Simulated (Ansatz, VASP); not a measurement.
Re3F in VASP and in Ansatz

```xyz
4
Lattice="0.0000 3.0446 3.0446 3.0446 0.0000 3.0446 3.0446 3.0446 0.0000" Properties=species:S:1:pos:R:3 pbc="T T T"
Re    3.0446    3.0446    3.0446
Re    1.5223    1.5223    1.5223
Re    4.5668    4.5668    4.5668
F     0.0000    0.0000    0.0000
```

Alike in both runs: functional PBE; k mesh 14 × 14 × 14; occupations gaussian, width 0.1 eV; no spin polarisation.

Ansatz relaxed the structure, and its values are those at the end. VASP's run is a single point on that final structure, the one shown.

|  | VASP | Ansatz |
| --- | --- | --- |
| version | VASP 6.6.1 | Ansatz 0.2.0 |
| potentials or method | VASP PAW PBE potentials, release 64 (Re_sv_GW, F), cutoff 600 eV | scalar-relativistic, plane waves, PAW |
| valence electrons in the cell | 52 | 52 |

Ansatz gave:

* gap on the k mesh at the Fermi level (eV): none
* pressure (GPa): 0.0

Problem. What did VASP give for the same quantities?

Solution. gap on the k mesh at the Fermi level (eV): none; pressure (GPa): -0.9.

A gap of «none» marks a metal or a gap that the smearing closes. With one functional, cell and mesh, what is left measures potentials, basis and numerics.

Spin-orbit coupling is off throughout.
